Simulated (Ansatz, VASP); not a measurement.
**One calculation of Zr2Br3Cl, two programs**

Contents of INCAR:

```
SYSTEM = Zr2Br3Cl
  PREC = Accurate
  ENCUT = 520
  EDIFF = 1E-6
  ISMEAR = 0
  SIGMA = 0.1
  LREAL = .FALSE.
  LASPH = .TRUE.
  NELM = 100
  ALGO = Normal
  ISIF = 2
  LWAVE = .FALSE.
  LCHARG = .FALSE.
  GGA = PE
  NBANDS = 35
```

File KPOINTS:

```
Automatic mesh
0
G
  3 3 4
  0 0 0
```

Contents of POSCAR:

```
Zr2Br3Cl
1.0
    6.8079504800      0.0000000000      0.0000000000
   -3.4039752400      5.8958580600      0.0000000000
    0.0000000000      0.0000000000      3.8999050900
Zr Br Cl
2 3 1
Direct
    0.3333333300      0.6666666700      0.0000000000
    0.6666666700      0.3333333300      0.0000000000
    0.5000000000      0.0000000000      0.5000000000
    0.5000000000      0.5000000000      0.5000000000
    0.0000000000      0.5000000000      0.5000000000
    0.0000000000      0.0000000000      0.0000000000
```

Input for Ansatz:

```yaml
crystal:
  lattice:
    - [6.80795048, 0.0, 0.0]
    - [-3.40397524, 5.89585806, 0.0]
    - [0.0, 0.0, 3.89990509]
  atoms:
    - { symbol: Zr, position: [0.33333333, 0.66666667, 0.0] }
    - { symbol: Zr, position: [0.66666667, 0.33333333, 0.0] }
    - { symbol: Br, position: [0.5, 0.0, 0.5] }
    - { symbol: Br, position: [0.5, 0.5, 0.5] }
    - { symbol: Br, position: [0.0, 0.5, 0.5] }
    - { symbol: Cl, position: [0.0, 0.0, 0.0] }
basis:
  ecutwfc: 420
kpoints:
  mp_grid: { grid: [3, 3, 4] }
hamiltonian:
  xc: pbe
scf:
  occupations: { method: gaussian, width: 0.1 }
  lower_state_search: "off"
output:
  forces: true
  stress: true
  eigenvalues: true
```

Change from the starting cell: species swapped into the NdB2Rh3 type (P6/mmm, No. 191).

Alike in both runs: task single point; functional PBE; k mesh 3 × 3 × 4; occupations gaussian, width 0.1 eV; no spin polarisation.

```csv
,VASP,Ansatz
version,VASP 6.6.1,Ansatz 0.2.0
potentials or method,"VASP PAW PBE potentials, release 64 (Zr_sv, Br, Cl), cutoff 520 eV","scalar-relativistic, plane waves, PAW"
valence electrons in the cell,52,52
```

```tsv
	VASP	Ansatz	Ansatz less VASP
gap on the k mesh at the Fermi level (eV)	none	none	-
pressure (GPa)	0.2	0.2	-0.02
traceless stress, the component that is largest in VASP (GPa)	2.64	2.62	-0.022
```

A gap of «none» marks a metal or a gap that the smearing closes. With one functional, cell and mesh, what is left measures potentials, basis and numerics.

The k mesh is coarse, so the values compare programs but aren't converged.
